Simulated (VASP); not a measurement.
# LiF (Fm-3m) in VASP: notebook

LiF is run at these levels: r2SCAN; tasks: single point.

Program: VASP 6.6.1. These are calculated values, not measurements. Logs are shortened: lines on timing, memory, paths and dates and some standing lists are left out, and cuts for length are marked.

**1. The cell of the first run**

Symmetry: Fm-3m, No. 225, cubic system. Conventional cell: a = 4.119 Å, b = 4.119 Å, c = 4.119 Å, α = 90.00°, β = 90.00°, γ = 90.00°. Within 2.7 Å of Li (site symmetry m-3m) lie 6 F at 2.06 Å. Within 2.7 Å of F (site symmetry m-3m) lie 6 Li at 2.06 Å.

**2. Single point, r2SCAN (volume scaled by 1.10)**

Contents of POSCAR:

```
LiF
1.0
    0.0000000000      2.0592942218      2.0592942218
    2.0592942218      0.0000000000      2.0592942218
    2.0592942218      2.0592942218      0.0000000000
Li F
1 1
Direct
    0.0000000000      0.0000000000      0.0000000000
    0.5000000000      0.5000000000      0.5000000000
```

Contents of INCAR.step1:

```
  PREC = Accurate
  ENCUT = 520
  ISMEAR = 0
  SIGMA = 0.02
  LREAL = False
  LASPH = True
  NELM = 100
  NBANDS = 12
  GGA = PE
  ALGO = Normal
  EDIFF = 1E-4
  LWAVE = True
  LCHARG = False
```

Contents of INCAR.step2:

```
  PREC = Accurate
  ENCUT = 520
  EDIFF = 1E-7
  ISMEAR = 0
  SIGMA = 0.02
  LREAL = False
  LASPH = True
  NELM = 100
  ALGO = Normal
  ISIF = 2
  LWAVE = False
  LCHARG = True
  METAGGA = R2SCAN
  LMIXTAU = True
  LELF = True
  LVHAR = True
  NBANDS = 12
  ISTART = 1
```

Contents of KPOINTS:

```
regular mesh
0
Gamma
  10 10 10
```

Potentials or basis: VASP PAW PBE potentials, release 64 (Li_sv, F).

The run is started by

```console
> cat potpaw_PBE.64/Li_sv/POTCAR potpaw_PBE.64/F/POTCAR > POTCAR
> cp INCAR.step1 INCAR
> mpirun -np 1 vasp_std > vasp.out
> cp INCAR.step2 INCAR
> mpirun -np 1 vasp_std > vasp.out
```

OUTCAR:

```text
PREC = Accurate
   ENCUT = 520
   EDIFF = 1E-7
   ISMEAR = 0
   LREAL = False
   LASPH = True
   NELM = 100
   ISIF = 2
   METAGGA = R2SCAN
   ISTART = 1

 ion  position               nearest neighbor table
   1  0.000  0.000  0.000-   2 2.06   2 2.06   2 2.06   2 2.06   2 2.06   2 2.06
   2  0.500  0.500  0.500-   1 2.06   1 2.06   1 2.06   1 2.06   1 2.06   1 2.06

  LATTYP: Found a face centered cubic cell.
 ALAT       =     4.1185884436

  Lattice vectors:

 A1 = (   0.0000000000,   2.0592942218,   2.0592942218)
 A2 = (   2.0592942218,   0.0000000000,   2.0592942218)
 A3 = (   2.0592942218,   2.0592942218,   0.0000000000)

Analysis of symmetry for initial positions (statically):
=====================================================================
 Subroutine PRICEL returns:
 Original cell was already a primitive cell.

 Routine SETGRP: Setting up the symmetry group for a
 face centered cubic supercell.

 Subroutine GETGRP returns: Found 48 space group operations
 (whereof 48 operations were pure point group operations)
 out of a pool of 48 trial point group operations.

The static configuration has the point symmetry O_h .

Analysis of symmetry for dynamics (positions and initial velocities):
=====================================================================
 Subroutine PRICEL returns:
 Original cell was already a primitive cell.

 Routine SETGRP: Setting up the symmetry group for a
 face centered cubic supercell.

 Subroutine GETGRP returns: Found 48 space group operations
 (whereof 48 operations were pure point group operations)
 out of a pool of 48 trial point group operations.

The dynamic configuration has the point symmetry O_h .

 Subroutine INISYM returns: Found 48 space group operations
 (whereof 48 operations are pure point group operations),
 and found     1 'primitive' translations

----------------------------------------------------------------------------------------

                                     Primitive cell

  volume of cell :      17.4657

  direct lattice vectors                    reciprocal lattice vectors
     0.000000000  2.059294222  2.059294222    -0.242801633  0.242801633  0.242801633
     2.059294222  0.000000000  2.059294222     0.242801633 -0.242801633  0.242801633
     2.059294222  2.059294222  0.000000000     0.242801633  0.242801633 -0.242801633

  length of vectors
     2.912281817  2.912281817  2.912281817     0.420544765  0.420544765  0.420544765

  position of ions in fractional coordinates (direct lattice)
     0.000000000  0.000000000  0.000000000
     0.500000000  0.500000000  0.500000000

  ion indices of the primitive-cell ions
   primitive index   ion index
                 1           1
                 2           2

----------------------------------------------------------------------------------------

 KPOINTS: regular mesh

Automatic generation of k-mesh.
 Grid dimensions read from file:
 generate k-points for:   10   10   10

 Generating k-lattice:

  Cartesian coordinates                     Fractional coordinates (reciprocal lattice)
    -0.024280163  0.024280163  0.024280163     0.100000000  0.000000000  0.000000000
     0.024280163 -0.024280163  0.024280163     0.000000000  0.100000000  0.000000000
     0.024280163  0.024280163 -0.024280163     0.000000000  0.000000000  0.100000000

  Length of vectors
     0.042054476  0.042054476  0.042054476

  Shift w.r.t. Gamma in fractional coordinates (k-lattice)
     0.000000000  0.000000000  0.000000000

 Subroutine IBZKPT returns following result:
 ===========================================

 Found     47 irreducible k-points:

 Following reciprocal coordinates:
            Coordinates               Weight
  0.000000  0.000000  0.000000      1.000000
  0.100000  0.000000  0.000000      8.000000
  0.200000  0.000000  0.000000      8.000000
  0.300000  0.000000  0.000000      8.000000
  0.400000  0.000000  0.000000      8.000000
  0.500000  0.000000  0.000000      4.000000
[... 16 lines left out ...]
  0.300000  0.300000  0.000000      6.000000
  0.400000  0.300000  0.000000     24.000000
 [... further k-points ...]
   k-points           NKPTS =     47   k-points in BZ     NKDIM =     47   number of bands    NBANDS=     12
   number of dos      NEDOS =    301   number of ions     NIONS =      2
   total plane-waves  NPLWV =  13824
   dimension x,y,z NGX =    24 NGY =   24 NGZ =   24
   dimension x,y,z NGXF=    48 NGYF=   48 NGZF=   48
   ions per type =               1   1
   NGX,Y,Z   is equivalent  to a cutoff of  13.70, 13.70, 13.70 a.u.
   NGXF,Y,Z  is equivalent  to a cutoff of  27.40, 27.40, 27.40 a.u.
 SYSTEM =  unknown system
   PREC   = accura    normal or accurate (medium, high low for compatibility)
   ISTART =      1    job   : 0-new  1-cont  2-samecut
   ICHARG =      0    charge: 1-file 2-atom 10-const
   ISPIN  =      1    spin polarized calculation?
   LNONCOLLINEAR =      F non collinear calculations
   LSORBIT =      F    spin-orbit coupling
   LASPH  =      T    aspherical Exc in radial PAW
   ENCUT  =  520.0 eV  38.22 Ry    6.18 a.u.   5.41  5.41  5.41*2*pi/ulx,y,z
   NELM   =    100;   NELMIN=  2; NELMDL=  0     # of ELM steps
   EDIFF  = 0.1E-06   stopping-criterion for ELM
   LREAL  =      F    real-space projection
   EDIFFG = 0.1E-05   stopping-criterion for IOM
   NSW    =      0    number of steps for IOM
   IBRION =     -1    ionic relax: 0-MD 1-quasi-New 2-CG
   NFREE  =      0    steps in history (QN), initial steepest desc. (CG)
   ISIF   =      2    stress and relaxation
   ISYM   =      2    0-nonsym 1-usesym 2-fastsym
   POTIM  = 0.5000    time-step for ionic-motion
   TEBEG  =    0.0;   TEEND  =   0.0 temperature during run
   PSTRESS=    0.0 pullay stress
   NELECT =      10.0000    total number of electrons
   NUPDOWN=      -1.0000    fix difference up-down
   EMIN   =  10.00;   EMAX   =-10.00  energy-range for DOS
   EFERMI =   0.00;   METHOD = LEGACY
   ISMEAR =     0;   SIGMA  =   0.02  broadening in eV -4-tet -1-fermi 0-gaus
   EFERMI_NEDOS =   21; number of points for ismear=-14 and -15
   IALGO  =     38    algorithm
   IMIX   =      4    mixing-type and parameters
     AMIX     =   0.40;   BMIX     =  1.00
     AMIX_MAG =   1.60;   BMIX_MAG =  1.00
  volume/ion in A,a.u.               =       8.73        58.93
  Fermi-wavevector in a.u.,A,eV,Ry     =   1.359397  2.568889 25.143039  1.847961
  Thomas-Fermi vector in A             =   2.486149
   LORBIT       =      0    0 simple, 1 ext, 2 COOP (PROOUT), +10 PAW based schemes
   METAGGA = R2SCAN    functional components
   LHFCALC =     F    Hartree Fock is set to
   AEXX    =    0.0000 exact exchange contribution
   IVDW    =     0    specifies the selected vdW correction
   LEPSILON=     F    determine dielectric tensor
   LRPA    =     F    only Hartree local field effects (RPA)
 non-spin polarized calculation
 Gauss-broadening in eV      SIGMA  =   0.02
  energy-cutoff  :      520.00
  volume of cell :       17.47
 maximum number of plane-waves:       495
 NGX is ok and might be reduce to    24
   NGX = 11   NGY = 11   NGZ = 11

 number of electron      10.0000004 magnetization

 Free energy of the ion-electron system (eV)
  ---------------------------------------------------
  ext. energy  EPLUGINS =         0.00000000
  ---------------------------------------------------
  free energy    TOTEN  =       -11.86659034 eV

  energy without entropy =      -11.86659034  energy(sigma->0) =      -11.86659034

 E-fermi :  -1.7764     XC(G=0): -10.1908

 val. band max:       -2.0191281593   @ k =   0.0000   0.0000   0.0000
 cond. band min:       7.6326587394   @ k =   0.0000   0.0000   0.0000
 fundamental gap:      9.6517868987
 Fermi energy:        -1.7764081043

 k-point     1 :       0.0000    0.0000    0.0000
  band No.  band energies     occupation
      1     -44.2400      2.00000
      2     -22.9412      2.00000
      3      -2.0191      2.00000
      4      -2.0191      2.00000
      5      -2.0191      2.00000
      6       7.6327      0.00000
      7      22.7969      0.00000
      8      22.7969      0.00000
      9      22.7969      0.00000
     10      23.1128      0.00000
     11      23.1128      0.00000
     12      23.1136      0.00000

 k-point     2 :       0.1000    0.0000    0.0000
  band No.  band energies     occupation
      1     -44.2363      2.00000
      2     -22.9098      2.00000
      3      -2.2791      2.00000
      4      -2.0410      2.00000
      5      -2.0410      2.00000
      6       7.9159      0.00000
      7      19.9728      0.00000
      8      21.6111      0.00000
      9      21.6116      0.00000
     10      24.0164      0.00000
     11      24.0165      0.00000
     12      24.2558      0.00000

 k-point     3 :       0.2000    0.0000    0.0000
  band No.  band energies     occupation
      1     -44.2256      2.00000
      2     -22.8208      2.00000
      3      -2.9061      2.00000
      4      -2.0972      2.00000
      5      -2.0972      2.00000
      6       8.5700      0.00000
      7      17.4847      0.00000
      8      20.1477      0.00000
      9      20.1482      0.00000
     10      25.1916      0.00000
     11      25.2496      0.00000
     12      25.2497      0.00000

 k-point     4 :       0.3000    0.0000    0.0000
  band No.  band energies     occupation
      1     -44.2124      2.00000
      2     -22.7071      2.00000
      3      -3.6038      2.00000
      4      -2.1646      2.00000
      5      -2.1646      2.00000
      6       9.1619      0.00000
      7      15.9700      0.00000
      8      18.9170      0.00000
      9      18.9175      0.00000
     10      26.4959      0.00000
     11      26.8416      0.00000
     12      26.8418      0.00000

 k-point     5 :       0.4000    0.0000    0.0000
  band No.  band energies     occupation
      1     -44.2018      2.00000
      2     -22.6120      2.00000
      3      -4.1240      2.00000
      4      -2.2176      2.00000
      5      -2.2176      2.00000
      6       9.4131      0.00000
      7      15.3886      0.00000
      8      18.1230      0.00000
      9      18.1235      0.00000
     10      27.9932      0.00000
     11      28.4878      0.00000
     12      28.4880      0.00000
[... 228 lines left out ...]
      1     -44.1985      2.00000
      2     -22.5573      2.00000
      3      -3.8395      2.00000
      4      -3.0600      2.00000
      5      -2.2499      2.00000
      6      10.5303      0.00000
      7      14.5434      0.00000
      8      18.2563      0.00000
      9      18.3710      0.00000
     10      27.3182      0.00000
     11      27.4807      0.00000
     12      28.1064      0.00000

 k-point    22 :      -0.2000    0.2000    0.0000
  band No.  band energies     occupation
      1     -44.2082      2.00000
      2     -22.6574      2.00000
      3      -3.4781      2.00000
      4      -2.8008      2.00000
      5      -2.1275      2.00000
      6       9.8305      0.00000
      7      15.3474      0.00000
      8      18.6530      0.00000
      9      18.9628      0.00000
     10      25.6826      0.00000
     11      26.4780      0.00000
     12      28.4568      0.00000

 k-point    23 :       0.3000    0.3000    0.0000
  band No.  band energies     occupation
      1     -44.2045      2.00000
      2     -22.5908      2.00000
      3      -3.7453      2.00000
      4      -2.6230      2.00000
      5      -2.6230      2.00000
      6      10.7696      0.00000
      7      16.5115      0.00000
      8      17.9637      0.00000
      9      19.2508      0.00000
     10      19.2511      0.00000
     11      32.6294      0.00000
     12      32.8867      0.00000

 k-point    24 :       0.4000    0.3000    0.0000
  band No.  band energies     occupation
      1     -44.1966      2.00000
      2     -22.5000      2.00000
      3      -4.1221      2.00000
      4      -2.8129      2.00000
      5      -2.7135      2.00000
      6      11.6114      0.00000
      7      15.4197      0.00000
      8      17.4182      0.00000
      9      19.0105      0.00000
     10      19.9990      0.00000
     11      32.0662      0.00000
     12      33.2171      0.00000

 [... further k-points ...]
[... 5 lines left out ...]
  --------------------------------------------------------------------------------------
  -------------------------------------------------------------------------------------
  Total       -0.7853900     -0.7853900     -0.7853900      0.0000000      0.0000000      0.0000000
  in kB      -72.0461417    -72.0461417    -72.0461417      0.0000000      0.0000000      0.0000000
  external PRESSURE =     -72.0461417 kB  Pullay stress =       0.0000000 kB

 VOLUME and BASIS-vectors are now :
 -----------------------------------------------------------------------------
  energy-cutoff  :      520.00
  volume of cell :       17.47
      direct lattice vectors                 reciprocal lattice vectors
     0.000000000  2.059294222  2.059294222    -0.242801633  0.242801633  0.242801633
     2.059294222  0.000000000  2.059294222     0.242801633 -0.242801633  0.242801633
     2.059294222  2.059294222  0.000000000     0.242801633  0.242801633 -0.242801633

 POSITION                                       TOTAL-FORCE (eV/Angst)
 -----------------------------------------------------------------------------------
      0.00000      0.00000      0.00000        -0.000000     -0.000000      0.000000
      2.05929      2.05929      2.05929         0.000000      0.000000      0.000000
 -----------------------------------------------------------------------------------
    total drift:                               -0.000000     -0.000000      0.000000

  FREE ENERGIE OF THE ION-ELECTRON SYSTEM (eV)
  ---------------------------------------------------
  free  energy   TOTEN  =       -11.8665903416 eV

  energy  without entropy=      -11.8665903416  energy(sigma->0) =      -11.86659034
```

Wall time 43 s (1 thread of Intel Xeon Platinum 8375C at 2.90GHz (Ice Lake), shared host); peak memory 0.14 GiB.

What came out:

* Free energy: -11.8666 eV
* Band gap on the k mesh: 9.65 eV, direct

Levels at points of the mesh, in eV from the valence-band top:
| k point | band 3 | band 4 | band 5 | band 6 | band 7 | band 8 |
| --- | --- | --- | --- | --- | --- | --- |
| (0.00, 0.00, 0.00) | 0.00 | 0.00 | 0.00 | 9.65 | 24.82 | 24.82 |
| (0.50, 0.00, 0.00) | -2.30 | -0.22 | -0.22 | 11.46 | 17.31 | 19.87 |
| (0.50, 0.50, 0.00) | -2.72 | -0.91 | -0.91 | 15.40 | 17.10 | 18.26 |

Caveat: the cutoff is under 1.25 times the usual one of these potentials, so pressure, stress and relaxed cells hold a basis-set (Pulay) error; the PAW data sets were made with another functional, which shifts forces and pressure a little.

**3. Single point, r2SCAN (volume scaled by 0.94)**

Contents of POSCAR:

```
LiF
1.0
    0.0000000000      1.9541750182      1.9541750182
    1.9541750182      0.0000000000      1.9541750182
    1.9541750182      1.9541750182      0.0000000000
Li F
1 1
Direct
    0.0000000000      0.0000000000      0.0000000000
    0.5000000000      0.5000000000      0.5000000000
```

Contents of INCAR.step1:

```
SYSTEM = LiF
ALGO = Normal
EDIFF = 1E-4
ENCUT = 520
GGA = PE
ISMEAR = 0
LASPH = .TRUE.
LCHARG = .FALSE.
LREAL = .FALSE.
LWAVE = .TRUE.
NBANDS = 12
NELM = 80
PREC = Accurate
SIGMA = 0.02
```

Contents of INCAR.step2:

```
SYSTEM = LiF
ALGO = Normal
EDIFF = 1E-6
ENCUT = 520
ISIF = 2
ISMEAR = 0
ISTART = 1
LASPH = .TRUE.
LCHARG = .FALSE.
LMIXTAU = .TRUE.
LREAL = .FALSE.
LWAVE = .FALSE.
METAGGA = R2SCAN
NBANDS = 12
NELM = 80
PREC = Accurate
SIGMA = 0.02
```

Contents of KPOINTS:

```
k-points
0
G
  10 10 10
  0 0 0
```

Potentials or basis: VASP PAW PBE potentials, release 64 (Li_sv, F).

The run is started by

```console
> cat potpaw_PBE.64/Li_sv/POTCAR potpaw_PBE.64/F/POTCAR > POTCAR
> cp INCAR.step1 INCAR
> mpirun -np 1 vasp_std > vasp.out
> cp INCAR.step2 INCAR
> mpirun -np 1 vasp_std > vasp.out
```

It took 22 s on 1 thread of Intel Xeon Platinum 8488C (Sapphire Rapids), shared host; peak memory 0.13 GiB.

Results (log left out):

- Free energy: -11.8876 eV
- Band gap on the k mesh: 11.18 eV, direct

Levels at points of the mesh, in eV from the valence-band top:
| k point | band 1 | band 2 | band 3 | band 4 | band 5 | band 6 | band 7 | band 8 | band 9 | band 10 |
| --- | --- | --- | --- | --- | --- | --- | --- | --- | --- | --- |
| (0.00, 0.00, 0.00) | -41.90 | -21.36 | 0.00 | 0.00 | 0.00 | 11.18 | 26.40 | 26.40 | 26.40 | 27.39 |
| (0.50, 0.00, 0.00) | -41.82 | -20.88 | -2.77 | -0.28 | -0.28 | 12.36 | 19.30 | 21.20 | 21.20 | 34.04 |
| (0.50, 0.50, 0.00) | -41.80 | -20.55 | -3.42 | -1.15 | -1.15 | 17.00 | 17.89 | 20.34 | 23.10 | 23.10 |

Caveat: the cutoff is under 1.25 times the usual one of these potentials, so pressure, stress and relaxed cells hold a basis-set (Pulay) error; the PAW data sets were made with another functional, which shifts forces and pressure a little. A k mesh can miss the band edges.
